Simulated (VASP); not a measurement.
Runs of VASP 6.6.1 on Hf. The structure is that of space group Fm-3m (No. 225), or close to it. The cells are those of the table. 

```tsv
task	cell	cutoff (eV)	gap on the mesh (eV)	pressure (GPa)
relaxation of cell and atoms	relaxed from a = 3.172 Å, angles 60.0°, 1 atom	600	none	0.0
single point	a = 3.173 Å, angles 60.0°, 1 atom	520	none	(a)
single point	a = 3.191 Å, angles 60.0°, 1 atom	520	none	-2.1
relaxation of cell and atoms	relaxed to -1.7 GPa from a = 3.191 Å, angles 60.0°, 1 atom	600	none	-1.7
```

Alike in all rows: level PBE; potentials or basis VASP PAW PBE potentials, release 64 (Hf_pv); no spin polarisation; k mesh 15 × 15 × 15; smearing fermi-dirac 0.1 eV.

Q: Fill in the values left out.

A: (a) -0.4.

Caveats: spin-orbit coupling is left out, which moves the levels of the heavy elements; the cell is relaxed towards a set pressure, so the enthalpy falls and the energy may rise (some runs).

A k mesh can miss the band edges, and the runs leave out spin-orbit coupling on Hf.

A gap of «none» marks levels without a gap at the run's occupations.
